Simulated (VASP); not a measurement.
# Co (P6/mmm) in VASP: a series of runs

Co is run at these levels: PBE; tasks: single point.

Program: VASP 6.6.1. These are calculated values, not measurements. Logs are shortened: lines on timing, memory, paths and dates and some standing lists are left out, and cuts for length are marked.

**1. The cell of the first run**

Symmetry: P6/mmm, No. 191, hexagonal system. The conventional cell has a = 2.387 Å, b = 2.387 Å, c = 2.242 Å, α = 90.00°, β = 90.00°, γ = 120.00°. Co (site symmetry 6/mmm) has 8 Co at 2.24 to 2.39 Å within 3.0 Å.

This isn't the form of Co at room conditions, which is hcp.

**2. Single point, PBE, collinear spin, ferromagnetic start (11.06 Å³/atom)**

File INCAR:

```
SYSTEM = Co
ALGO = Normal ; EDIFF = 1E-6
ENCUT = 600 ; GGA = PE
GGA_COMPAT = .False. ; ISIF = 2
ISMEAR = -1 ; ISPIN = 2
LASPH = .True. ; LCHARG = .False.
LMAXMIX = 4 ; LORBIT = 11
LREAL = .False. ; LWAVE = .False.
MAGMOM = 1.7 ; NBANDS = 18
NELM = 200 ; PREC = Accurate
SIGMA = 0.1
```

File KPOINTS:

```
k-points
0
Gamma
  18 18 17
  0 0 0
```

File POSCAR:

```
Co
1.0
    2.3867169088      0.0000000000      0.0000000000
   -1.1933584544      2.0669574746      0.0000000000
    0.0000000000      0.0000000000      2.2418192640
Co
1
Direct
    0.0000000000      0.0000000000      0.0000000000
```

Potentials or basis: VASP PAW PBE potentials, release 64 (Co_sv).

Started as:

```
> cat potpaw_PBE.64/Co_sv/POTCAR > POTCAR
> mpirun -np 1 vasp_std > vasp.out
```

OUTCAR:

```text
SYSTEM = Co
   EDIFF = 1E-6
   ENCUT = 600
   GGA = PE
   ISIF = 2
   ISMEAR = -1
   ISPIN = 2
   LASPH = .True.
   LORBIT = 11
   LREAL = .False.
   NELM = 200
   PREC = Accurate

 ion  position               nearest neighbor table
   1  0.000  0.000  0.000-

  LATTYP: Found a hexagonal cell.
 ALAT       =     2.3867169088
 C/A-ratio  =     0.9392899743

  Lattice vectors:

 A1 = (   2.3867169088,   0.0000000000,   0.0000000000)
 A2 = (  -1.1933584544,   2.0669574746,   0.0000000000)
 A3 = (   0.0000000000,   0.0000000000,   2.2418192640)

Analysis of symmetry for initial positions (statically):
=====================================================================
 Subroutine PRICEL returns:
 Original cell was already a primitive cell.

 Routine SETGRP: Setting up the symmetry group for a
 hexagonal supercell.

 Subroutine GETGRP returns: Found 24 space group operations
 (whereof 24 operations were pure point group operations)
 out of a pool of 24 trial point group operations.

The static configuration has the point symmetry D_6h.

Analysis of symmetry for dynamics (positions and initial velocities):
=====================================================================
 Subroutine PRICEL returns:
 Original cell was already a primitive cell.

 Routine SETGRP: Setting up the symmetry group for a
 hexagonal supercell.

 Subroutine GETGRP returns: Found 24 space group operations
 (whereof 24 operations were pure point group operations)
 out of a pool of 24 trial point group operations.

The dynamic configuration has the point symmetry D_6h.

Analysis of structural, dynamic, and magnetic symmetry:
=====================================================================
 Subroutine PRICEL returns:
 Original cell was already a primitive cell.

 Routine SETGRP: Setting up the symmetry group for a
 hexagonal supercell.

 Subroutine GETGRP returns: Found 24 space group operations
 (whereof 24 operations were pure point group operations)
 out of a pool of 24 trial point group operations.

The overall configuration has the point symmetry D_6h.

 Subroutine INISYM returns: Found 24 space group operations
 (whereof 24 operations are pure point group operations),
 and found     1 'primitive' translations

----------------------------------------------------------------------------------------

                                     Primitive cell

  volume of cell :      11.0594

  direct lattice vectors                    reciprocal lattice vectors
     2.386716909  0.000000000  0.000000000     0.418985593  0.241901445  0.000000000
    -1.193358454  2.066957475  0.000000000     0.000000000  0.483802890  0.000000000
     0.000000000  0.000000000  2.241819264     0.000000000  0.000000000  0.446066289

  length of vectors
     2.386716909  2.386716909  2.241819264     0.483802890  0.483802890  0.446066289

  position of ions in fractional coordinates (direct lattice)
     0.000000000  0.000000000  0.000000000

  ion indices of the primitive-cell ions
   primitive index   ion index
                 1           1

----------------------------------------------------------------------------------------

 KPOINTS: k-points

Automatic generation of k-mesh.
 Grid dimensions read from file:
 generate k-points for:   18   18   17

 Generating k-lattice:

  Cartesian coordinates                     Fractional coordinates (reciprocal lattice)
     0.023276977  0.013438969  0.000000000     0.055555556  0.000000000  0.000000000
     0.000000000  0.026877938  0.000000000     0.000000000  0.055555556  0.000000000
     0.000000000  0.000000000  0.026239193     0.000000000  0.000000000  0.058823529

  Length of vectors
     0.026877938  0.026877938  0.026239193

  Shift w.r.t. Gamma in fractional coordinates (k-lattice)
     0.000000000  0.000000000  0.000000000

 Subroutine IBZKPT returns following result:
 ===========================================

 Found    333 irreducible k-points:

 Following reciprocal coordinates:
            Coordinates               Weight
  0.000000  0.000000  0.000000      1.000000
  0.055556 -0.000000  0.000000      6.000000
  0.111111 -0.000000  0.000000      6.000000
  0.166667  0.000000  0.000000      6.000000
  0.222222 -0.000000  0.000000      6.000000
  0.277778 -0.000000  0.000000      6.000000
[... 16 lines left out ...]
  0.333333  0.111111  0.000000     12.000000
  0.388889  0.111111  0.000000     12.000000
 [... further k-points ...]
   k-points           NKPTS =    333   k-points in BZ     NKDIM =    333   number of bands    NBANDS=     18
   number of dos      NEDOS =    301   number of ions     NIONS =      1
   total plane-waves  NPLWV =   7200
   dimension x,y,z NGX =    20 NGY =   20 NGZ =   18
   dimension x,y,z NGXF=    40 NGYF=   40 NGZF=   36
   ions per type =               1
   NGX,Y,Z   is equivalent  to a cutoff of  13.93, 13.93, 13.35 a.u.
   NGXF,Y,Z  is equivalent  to a cutoff of  27.86, 27.86, 26.70 a.u.
 SYSTEM =  Co
   PREC   = accura    normal or accurate (medium, high low for compatibility)
   ISTART =      0    job   : 0-new  1-cont  2-samecut
   ICHARG =      2    charge: 1-file 2-atom 10-const
   ISPIN  =      2    spin polarized calculation?
   LNONCOLLINEAR =      F non collinear calculations
   LSORBIT =      F    spin-orbit coupling
   LASPH  =      T    aspherical Exc in radial PAW
   ENCUT  =  600.0 eV  44.10 Ry    6.64 a.u.   4.77  4.77  4.48*2*pi/ulx,y,z
   NELM   =    200;   NELMIN=  2; NELMDL= -5     # of ELM steps
   EDIFF  = 0.1E-05   stopping-criterion for ELM
   LREAL  =      F    real-space projection
   EDIFFG = 0.1E-04   stopping-criterion for IOM
   NSW    =      0    number of steps for IOM
   IBRION =     -1    ionic relax: 0-MD 1-quasi-New 2-CG
   NFREE  =      0    steps in history (QN), initial steepest desc. (CG)
   ISIF   =      2    stress and relaxation
   ISYM   =      2    0-nonsym 1-usesym 2-fastsym
   POTIM  = 0.5000    time-step for ionic-motion
   TEBEG  =    0.0;   TEEND  =   0.0 temperature during run
   PSTRESS=    0.0 pullay stress
   NELECT =      17.0000    total number of electrons
   NUPDOWN=      -1.0000    fix difference up-down
   EMIN   =  10.00;   EMAX   =-10.00  energy-range for DOS
   EFERMI =   0.00;   METHOD = LEGACY
   ISMEAR =    -1;   SIGMA  =   0.10  broadening in eV -4-tet -1-fermi 0-gaus
   EFERMI_NEDOS =   21; number of points for ismear=-14 and -15
   IALGO  =     38    algorithm
   IMIX   =      4    mixing-type and parameters
     AMIX     =   0.40;   BMIX     =  1.00
     AMIX_MAG =   1.60;   BMIX_MAG =  1.00
  volume/ion in A,a.u.               =      11.06        74.63
  Fermi-wavevector in a.u.,A,eV,Ry     =   1.889355  3.570362 48.568179  3.569660
  Thomas-Fermi vector in A             =   2.930965
   LORBIT       =     11    0 simple, 1 ext, 2 COOP (PROOUT), +10 PAW based schemes
   GGA     = PE    functional components
   LHFCALC =     F    Hartree Fock is set to
   AEXX    =    0.0000 exact exchange contribution
   IVDW    =     0    specifies the selected vdW correction
   LEPSILON=     F    determine dielectric tensor
   LRPA    =     F    only Hartree local field effects (RPA)
 spin polarized calculation
  energy-cutoff  :      600.00
  volume of cell :       11.06
 maximum number of plane-waves:       393
 NGX is ok and might be reduce to    20
   NGX =  9   NGY =  9   NGZ =  9

 number of electron      16.9999992 magnetization       1.6235984

 Free energy of the ion-electron system (eV)
  ---------------------------------------------------
  ext. energy  EPLUGINS =         0.00000000
  ---------------------------------------------------
  free energy    TOTEN  =        -6.58398624 eV

  energy without entropy =       -6.53167247  energy(sigma->0) =       -6.55782936

 E-fermi :  11.9698     XC(G=0): -13.7194

 val. band max:       11.9676806621   @ k =   0.2778   0.0556   0.2941
 cond. band min:      11.9717612699   @ k =   0.3889   0.0556   0.4706
 fundamental gap:      0.0040806079
 Fermi energy:        11.9697717561

 spin component 1

 k-point     1 :       0.0000    0.0000    0.0000
  band No.  band energies     occupation
      1     -84.2579      1.00000
      2     -47.3638      1.00000
      3     -47.2385      1.00000
      4     -47.2385      1.00000
      5       2.8545      1.00000
      6       7.3043      1.00000
[... 10 lines left out ...]
     17      40.5941      0.00000
     18      48.5647      0.00000

 k-point     2 :       0.0556   -0.0000    0.0000
  band No.  band energies     occupation
      1     -84.2561      1.00000
      2     -47.3625      1.00000
      3     -47.2494      1.00000
      4     -47.2406      1.00000
      5       2.9733      1.00000
      6       7.3344      1.00000
[... 10 lines left out ...]
     17      42.0827      0.00000
     18      49.2211      0.00000
[... 442 lines left out ...]
 k-point    24 :       0.3889    0.1111    0.0000
  band No.  band energies     occupation
      1     -84.1961      1.00000
      2     -47.5898      1.00000
      3     -47.3516      1.00000
      4     -47.3223      1.00000
      5       6.9034      1.00000
      6       7.8924      1.00000
[... 10 lines left out ...]
     17      47.4147      0.00000
     18      51.2738      0.00000

 [... further k-points ...]

 spin component 2

 k-point     1 :       0.0000    0.0000    0.0000
  band No.  band energies     occupation
      1     -82.2886      1.00000
      2     -45.3535      1.00000
      3     -45.3455      1.00000
      4     -45.3455      1.00000
      5       2.9932      1.00000
      6       8.3773      1.00000
[... 10 lines left out ...]
     17      40.9094      0.00000
     18      48.7379      0.00000

 k-point     2 :       0.0556   -0.0000    0.0000
  band No.  band energies     occupation
      1     -82.2866      1.00000
      2     -45.3574      1.00000
      3     -45.3522      1.00000
      4     -45.3479      1.00000
      5       3.1123      1.00000
      6       8.4091      1.00000
[... 10 lines left out ...]
     17      42.3879      0.00000
     18      49.4239      0.00000
[... 442 lines left out ...]
 k-point    24 :       0.3889    0.1111    0.0000
  band No.  band energies     occupation
      1     -82.2228      1.00000
      2     -45.7241      1.00000
      3     -45.4670      1.00000
      4     -45.3094      1.00000
      5       7.7830      1.00000
      6       8.9982      1.00000
[... 10 lines left out ...]
     17      47.4033      0.00000
     18      51.5381      0.00000

 [... further k-points ...]

------------------------ aborting loop because EDIFF is reached ----------------------------------------

  FORCE on cell =-STRESS in cart. coord.  units (eV):
  Direction    XX          YY          ZZ          XY          YZ          ZX
  --------------------------------------------------------------------------------------
  -------------------------------------------------------------------------------------
  Total        0.7848933      0.7848933      0.7893411      0.0000000     -0.0000000     -0.0000000
  in kB      113.7072564    113.7072564    114.3515962      0.0000000     -0.0000000     -0.0000000
  external PRESSURE =     113.9220363 kB  Pullay stress =       0.0000000 kB

 VOLUME and BASIS-vectors are now :
 -----------------------------------------------------------------------------
  energy-cutoff  :      600.00
  volume of cell :       11.06
      direct lattice vectors                 reciprocal lattice vectors
     2.386716909  0.000000000  0.000000000     0.418985593  0.241901445  0.000000000
    -1.193358454  2.066957475  0.000000000     0.000000000  0.483802890  0.000000000
     0.000000000  0.000000000  2.241819264     0.000000000  0.000000000  0.446066289

 POSITION                                       TOTAL-FORCE (eV/Angst)
 -----------------------------------------------------------------------------------
      0.00000      0.00000      0.00000         0.000000      0.000000      0.000000
 -----------------------------------------------------------------------------------
    total drift:                               -0.000000      0.000000     -0.000000

  FREE ENERGIE OF THE ION-ELECTRON SYSTEM (eV)
  ---------------------------------------------------
  free  energy   TOTEN  =        -6.5839862390 eV

  energy  without entropy=       -6.5316724711  energy(sigma->0) =       -6.55782936

 total charge

# of ion       s       p       d       tot
------------------------------------------
    1        2.263   6.114   6.742  15.120

 magnetization (x)

# of ion       s       p       d       tot
------------------------------------------
    1        0.005   0.001   1.622   1.628
```

Wall time 67 s (1 thread of Intel Xeon Platinum 8559C (Emerald Rapids), shared host); peak memory 0.21 GiB.

Results:

| Item | Value |
| --- | --- |
| Free energy | -6.5840 eV |
| Pressure | 11.4 GPa |
| Net moment | 1.62 μB per cell |
| Site moments | Co +1.63 μB |
| Valence electrons inside the program's atomic spheres | Co 15.12 |

Caveat: the cell stands under pressure.

[end of part 1 of 2]
